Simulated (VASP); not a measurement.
Set up this calculation in VASP 6.6.1, as the native input.

```
Task                   : single point
Functional             : r2SCAN
Potentials or basis    : VASP PAW PBE potentials, release 64 (Ta_pv, N)
Cutoff                 : 520 eV
k mesh                 : 16 × 16 × 12
Occupations            : gaussian, width 0.1 eV
Spin                   : no spin polarisation
Dipole correction      : no
Further INCAR settings : ALGO = Normal; EDIFF = 1e-07; NBANDS = 24
```

Crystal: TaN.

```xyz
4
Lattice="2.1983 2.1983 0.0000 -2.1983 2.1983 0.0000 0.0000 0.0000 4.1987" Properties=species:S:1:pos:R:3 pbc="T T T"
Ta    0.0000    2.1983    0.0000
Ta    0.0000    0.0000    2.0993
N     0.0000    0.0000    0.0000
N     0.0000    2.1983    2.0993
```

This cell differs from its parent crystal: strain along c alone, the other axes held: -4.5 %.

The input as run:

POSCAR

```
TaN
1.0
    2.1982663152      2.1982663152      0.0000000000
   -2.1982663152      2.1982663152      0.0000000000
    0.0000000000      0.0000000000      4.1986886621
Ta N
2 2
Direct
    0.5000000000      0.5000000000      0.0000000000
    0.0000000000      0.0000000000      0.5000000000
    0.0000000000      0.0000000000      0.0000000000
    0.5000000000      0.5000000000      0.5000000000
```

INCAR.step1

```
  ALGO = Normal
  EDIFF = 1E-4
  ENCUT = 520
  GGA = PE
  ISMEAR = 0
  LASPH = T
  LCHARG = F
  LREAL = F
  LWAVE = T
  NBANDS = 24
  NELM = 100
  PREC = Accurate
  SIGMA = 0.1
```

INCAR.step2

```
  ALGO = Normal
  EDIFF = 1E-7
  ENCUT = 520
  ISIF = 2
  ISMEAR = 0
  ISTART = 1
  LASPH = T
  LCHARG = T
  LELF = T
  LMIXTAU = T
  LREAL = F
  LVHAR = T
  LWAVE = F
  METAGGA = R2SCAN
  NBANDS = 24
  NELM = 100
  PREC = Accurate
  SIGMA = 0.1
```

KPOINTS

```
k-points
0
Gamma
  16 16 12
```

Potentials or basis: VASP PAW PBE potentials, release 64 (Ta_pv, N).

Command:

```console
$ cat potpaw_PBE.64/Ta_pv/POTCAR potpaw_PBE.64/N/POTCAR > POTCAR
$ cp INCAR.step1 INCAR
$ mpirun -np 1 vasp_std > vasp.out
$ cp INCAR.step2 INCAR
$ mpirun -np 1 vasp_std > vasp.out
```

Results of the run:

* Pressure: 22.2 GPa
* Band gap on the k mesh: zero (bands 16 and 17 overlap by 4.35 eV)

Caveat: the cell differs from its parent crystal (strain along c alone, the other axes held: -4.5 %); the stress differs along the axes, from 10 to 47 GPa; the PAW data sets were made with another functional, which shifts forces and pressure a little; spin-orbit coupling is left out, which moves the levels of the heavy elements.

Run time: 8.8 min on 1 thread of Intel(R) Xeon(R) Platinum 8259CL CPU @ 2.50GHz (Skylake/Cascade Lake) (shared host), peak memory 0.36 GiB.
